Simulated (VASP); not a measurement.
Here is a VASP 6.6.1 calculation.

Contents of INCAR:

```
ALGO = Normal ; EDIFF = 1E-7
EDIFFG = -0.01 ; ENCUT = 600
GGA = PE ; IBRION = 2
ISIF = 3 ; ISMEAR = 0
LASPH = T ; LCHARG = F
LREAL = F ; LWAVE = F
NELM = 60 ; NSW = 100
PREC = Accurate ; SIGMA = 0.1
```

KPOINTS

```
k-points
0
Gamma
  10 10 10
```

File POSCAR:

```
Si4N
1.0
   -2.6677008373      2.6677008373      2.6677008373
    2.6677008373     -2.6677008373      2.6677008373
    2.6677008373      2.6677008373     -2.6677008373
Si N
4 1
Direct
    0.0000000000      0.5939813735      0.0000000000
    0.4060186265      0.4060186265      0.4060186265
    0.0000000000      0.0000000000      0.5939813735
    0.5939813735      0.0000000000      0.0000000000
    0.0000000000      0.0000000000      0.0000000000
```

Potentials or basis: VASP PAW PBE potentials, release 64 (Si, N).

Command:

```console
$ cat potpaw_PBE.64/Si/POTCAR potpaw_PBE.64/N/POTCAR > POTCAR
$ mpirun -np 1 vasp_std > vasp.out
```

Q: What does it give for the relaxed volume?

A: 14.94 Å³/atom.

Q: Estimate the relaxed cell.

A: a = 4.595 Å, b = 4.595 Å, c = 4.595 Å, α = 109.47°, β = 109.47°, γ = 109.47°.

Final structure:
```xyz
5
Lattice="-2.6529 2.6529 2.6529 2.6529 -2.6529 2.6529 2.6529 2.6529 -2.6529" Properties=species:S:1:pos:R:3 pbc="T T T"
Si    1.5712   -1.5712    1.5712
Si    1.0817    1.0817    1.0817
Si    1.5712    1.5712   -1.5712
Si   -1.5712    1.5712    1.5712
N     0.0000    0.0000    0.0000
```
